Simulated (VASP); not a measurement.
# SnSe in VASP: a series of runs

SnSe is run at these levels: PBE; tasks: single point.

Program: VASP 6.6.1. These are calculated values, not measurements. Logs are shortened: lines on timing, memory, paths and dates and some standing lists are left out, and cuts for length are marked.

## (1) The cell of the first run

It takes space group Fm-3m (No. 225, cubic). The conventional cell has a = 6.099 Å, b = 6.099 Å, c = 6.099 Å, α = 90.00°, β = 90.00°, γ = 90.00°. Within 4.0 Å of Sn (site symmetry m-3m) lie 6 Se at 3.05 Å. Within 4.0 Å of Se (site symmetry m-3m) lie 6 Sn at 3.05 Å.

## (2) Single point, PBE (volume scaled by 1.04)

INCAR reads:

```
PREC     = Accurate       # precision mode
ENCUT    = 520            # plane-wave cutoff, eV
EDIFF    = 1E-6           # SCF threshold, eV
ISMEAR   = -1             # smearing method
SIGMA    = 0.02           # smearing width, eV
LREAL    = F              # projectors in reciprocal space
LASPH    = T              # aspherical terms in the spheres
NELM     = 80             # most SCF steps
ALGO     = Normal         # electronic algorithm
ISIF     = 2              # what is computed and relaxed
LWAVE    = F              # write WAVECAR
LCHARG   = F              # write CHGCAR
GGA      = PE             # functional
NBANDS   = 17             # bands
```

KPOINTS reads:

```
Automatic mesh
0
Gamma
  9 9 9
```

POSCAR reads:

```
SnSe
1.0
    0.0000000000      3.0496098055      3.0496098055
    3.0496098055      0.0000000000      3.0496098055
    3.0496098055      3.0496098055      0.0000000000
Sn Se
1 1
Direct
    0.0000000000      0.0000000000      0.0000000000
    0.5000000000      0.5000000000      0.5000000000
```

Potentials or basis: VASP PAW PBE potentials, release 64 (Sn_d, Se).

Command:

```bash
> cat potpaw_PBE.64/Sn_d/POTCAR potpaw_PBE.64/Se/POTCAR > POTCAR
> mpirun -np 1 vasp_std > vasp.out
```

OUTCAR:

```text
PREC = Accurate
   ENCUT = 520
   EDIFF = 1E-6
   ISMEAR = -1
   LREAL = F
   LASPH = T
   NELM = 80
   ISIF = 2
   GGA = PE

 ion  position               nearest neighbor table
   1  0.000  0.000  0.000-   2 3.05   2 3.05   2 3.05   2 3.05   2 3.05   2 3.05
   2  0.500  0.500  0.500-   1 3.05   1 3.05   1 3.05   1 3.05   1 3.05   1 3.05

  LATTYP: Found a face centered cubic cell.
 ALAT       =     6.0992196110

  Lattice vectors:

 A1 = (   0.0000000000,   3.0496098055,   3.0496098055)
 A2 = (   3.0496098055,   0.0000000000,   3.0496098055)
 A3 = (   3.0496098055,   3.0496098055,   0.0000000000)

Analysis of symmetry for initial positions (statically):
=====================================================================
 Subroutine PRICEL returns:
 Original cell was already a primitive cell.

 Routine SETGRP: Setting up the symmetry group for a
 face centered cubic supercell.

 Subroutine GETGRP returns: Found 48 space group operations
 (whereof 48 operations were pure point group operations)
 out of a pool of 48 trial point group operations.

The static configuration has the point symmetry O_h .

Analysis of symmetry for dynamics (positions and initial velocities):
=====================================================================
 Subroutine PRICEL returns:
 Original cell was already a primitive cell.

 Routine SETGRP: Setting up the symmetry group for a
 face centered cubic supercell.

 Subroutine GETGRP returns: Found 48 space group operations
 (whereof 48 operations were pure point group operations)
 out of a pool of 48 trial point group operations.

The dynamic configuration has the point symmetry O_h .

 Subroutine INISYM returns: Found 48 space group operations
 (whereof 48 operations are pure point group operations),
 and found     1 'primitive' translations

----------------------------------------------------------------------------------------

                                     Primitive cell

  volume of cell :      56.7235

  direct lattice vectors                    reciprocal lattice vectors
     0.000000000  3.049609805  3.049609805    -0.163955401  0.163955401  0.163955401
     3.049609805  0.000000000  3.049609805     0.163955401 -0.163955401  0.163955401
     3.049609805  3.049609805  0.000000000     0.163955401  0.163955401 -0.163955401

  length of vectors
[... 72 lines left out ...]
 SYSTEM =  unknown system
   PREC   = accura    normal or accurate (medium, high low for compatibility)
   ISTART =      0    job   : 0-new  1-cont  2-samecut
   ICHARG =      2    charge: 1-file 2-atom 10-const
   ISPIN  =      1    spin polarized calculation?
   LNONCOLLINEAR =      F non collinear calculations
   LSORBIT =      F    spin-orbit coupling
   LASPH  =      T    aspherical Exc in radial PAW
   ENCUT  =  520.0 eV  38.22 Ry    6.18 a.u.   8.02  8.02  8.02*2*pi/ulx,y,z
   NELM   =     80;   NELMIN=  2; NELMDL= -5     # of ELM steps
   EDIFF  = 0.1E-05   stopping-criterion for ELM
   LREAL  =      F    real-space projection
   EDIFFG = 0.1E-04   stopping-criterion for IOM
   NSW    =      0    number of steps for IOM
   IBRION =     -1    ionic relax: 0-MD 1-quasi-New 2-CG
   NFREE  =      0    steps in history (QN), initial steepest desc. (CG)
   ISIF   =      2    stress and relaxation
   ISYM   =      2    0-nonsym 1-usesym 2-fastsym
   POTIM  = 0.5000    time-step for ionic-motion
   TEBEG  =    0.0;   TEEND  =   0.0 temperature during run
   PSTRESS=    0.0 pullay stress
   NELECT =      20.0000    total number of electrons
   NUPDOWN=      -1.0000    fix difference up-down
   EMIN   =  10.00;   EMAX   =-10.00  energy-range for DOS
   EFERMI =   0.00;   METHOD = LEGACY
   ISMEAR =    -1;   SIGMA  =   0.02  broadening in eV -4-tet -1-fermi 0-gaus
   EFERMI_NEDOS =   21; number of points for ismear=-14 and -15
   IALGO  =     38    algorithm
   IMIX   =      4    mixing-type and parameters
     AMIX     =   0.40;   BMIX     =  1.00
     AMIX_MAG =   1.60;   BMIX_MAG =  1.00
  volume/ion in A,a.u.               =      28.36       191.39
  Fermi-wavevector in a.u.,A,eV,Ry     =   1.156549  2.185560 18.199216  1.337605
  Thomas-Fermi vector in A             =   2.293168
   LORBIT       =      0    0 simple, 1 ext, 2 COOP (PROOUT), +10 PAW based schemes
   GGA     = PE    functional components
   LHFCALC =     F    Hartree Fock is set to
   AEXX    =    0.0000 exact exchange contribution
   IVDW    =     0    specifies the selected vdW correction
   LEPSILON=     F    determine dielectric tensor
   LRPA    =     F    only Hartree local field effects (RPA)
 non-spin polarized calculation
  energy-cutoff  :      520.00
  volume of cell :       56.72
 maximum number of plane-waves:      1544
   NGX = 17   NGY = 17   NGZ = 17

 number of electron      19.9999992 magnetization

 Free energy of the ion-electron system (eV)
  ---------------------------------------------------
  ext. energy  EPLUGINS =         0.00000000
  ---------------------------------------------------
  free energy    TOTEN  =        -8.21515763 eV

  energy without entropy =       -8.21515763  energy(sigma->0) =       -8.21515763

 E-fermi :   5.3790     XC(G=0):  -9.4198

 val. band max:        5.0467445788   @ k =   0.4444   0.0000   0.0000
 cond. band min:       5.7246936921   @ k =  -0.3333   0.1111   0.0000
 fundamental gap:      0.6779491133
 Fermi energy:         5.3790230997

 k-point     1 :       0.0000    0.0000    0.0000
  band No.  band energies     occupation
      1     -16.4567      2.00000
      2     -16.4567      2.00000
      3     -16.4567      2.00000
      4     -16.4530      2.00000
      5     -16.4530      2.00000
      6      -8.4417      2.00000
[... 457 lines left out ...]
      4     -16.4425      2.00000
      5     -16.4425      2.00000
      6      -7.3902      2.00000
[... 9 lines left out ...]
     16      16.4787      0.00000
     17      17.5824      0.00000

 [... further k-points ...]
[... 5 lines left out ...]
  --------------------------------------------------------------------------------------
  -------------------------------------------------------------------------------------
  Total       -0.3181341     -0.3181341     -0.3181341      0.0000000      0.0000000      0.0000000
  in kB       -8.9858261     -8.9858261     -8.9858261      0.0000000      0.0000000      0.0000000
  external PRESSURE =      -8.9858261 kB  Pullay stress =       0.0000000 kB

 VOLUME and BASIS-vectors are now :
 -----------------------------------------------------------------------------
  energy-cutoff  :      520.00
  volume of cell :       56.72
      direct lattice vectors                 reciprocal lattice vectors
     0.000000000  3.049609805  3.049609805    -0.163955401  0.163955401  0.163955401
     3.049609805  0.000000000  3.049609805     0.163955401 -0.163955401  0.163955401
     3.049609805  3.049609805  0.000000000     0.163955401  0.163955401 -0.163955401

 POSITION                                       TOTAL-FORCE (eV/Angst)
 -----------------------------------------------------------------------------------
      0.00000      0.00000      0.00000         0.000000      0.000000      0.000000
      3.04961      3.04961      3.04961         0.000000      0.000000      0.000000
 -----------------------------------------------------------------------------------
    total drift:                                0.000000     -0.000000     -0.000000

  FREE ENERGIE OF THE ION-ELECTRON SYSTEM (eV)
  ---------------------------------------------------
  free  energy   TOTEN  =        -8.2151576342 eV

  energy  without entropy=       -8.2151576326  energy(sigma->0) =       -8.21515763
```

stdout:

```text
POSCAR found type information on POSCAR SnSe
 POSCAR found :  2 types and       2 ions
 scaLAPACK will be used
 LDA part: xc-table for (Slater+PW92), standard interpolation
 POSCAR, INCAR and KPOINTS ok, starting setup
 FFT: planning ... GRIDC
 FFT: planning ... GRID_SOFT
 FFT: planning ... GRID
 WAVECAR not read
 entering main loop
```

Run time: 17 s. Hardware: 1 thread of Intel Xeon Platinum 8259CL at 2.50GHz (Skylake/Cascade Lake), shared host; peak memory 0.19 GiB.

Results:

| Quantity | Value |
| --- | --- |
| Free energy | -8.2152 eV |
| Pressure | -0.9 GPa |

Caveat: this odd mesh misses L, where the gap lies, so gap, dielectric constants and Born charges aren't listed; spin-orbit coupling is left out, which moves the levels of the heavy elements.

## (3) Single point, PBE (equal xy, yz and zx shear strains of -3 %)

INCAR reads:

```
PREC = Accurate
ENCUT = 520
EDIFF = 1E-6
ISMEAR = -1
SIGMA = 0.02
LREAL = False
LASPH = True
NELM = 60
ALGO = Normal
ISIF = 2
LWAVE = False
LCHARG = True
GGA = PE
LELF = True
LVHAR = True
NBANDS = 17
```

KPOINTS reads:

```
regular mesh
0
Gamma
  9 9 9
```

POSCAR reads:

```
SnSe
1.0
   -0.0903000000      2.9648500000      2.9648500000
    2.9648500000     -0.0903000000      2.9648500000
    2.9648500000      2.9648500000     -0.0903000000
Sn Se
1 1
Direct
    0.0000000000      0.0000000000      0.0000000000
    0.5000000000      0.5000000000      0.5000000000
```

Potentials or basis: VASP PAW PBE potentials, release 64 (Sn_d, Se).

Command:

```bash
> cat potpaw_PBE.64/Sn_d/POTCAR potpaw_PBE.64/Se/POTCAR > POTCAR
> mpirun -np 1 vasp_std > vasp.out
```

It took 44 s on 1 thread of Intel Xeon Platinum 8488C (Sapphire Rapids), shared host; peak memory 0.22 GiB.

Results (log left out):

```yaml
Free_energy: -8.2057 eV
Pressure: 1.0 GPa
Band_gap_on_the_k_mesh: 0.34 eV, indirect (least direct gap 0.59 eV)
```

Stress tensor (GPa, compression positive):
```
1.01 0.52 0.52
0.52 1.01 0.52
0.52 0.52 1.01
```

Levels at points of the mesh, in eV from the valence-band top:
```csv
k point,band 6,band 7,band 8,band 9,band 10,band 11,band 12,band 13,band 14,band 15
"(0.00, 0.00, 0.00)",-13.87,-5.09,-2.32,-2.32,-1.95,4.25,4.35,4.35,5.66,5.66
```

Caveat: the cell differs from its parent crystal (equal xy, yz and zx shear strains of -3 %); spin-orbit coupling is left out, which moves the levels of the heavy elements.
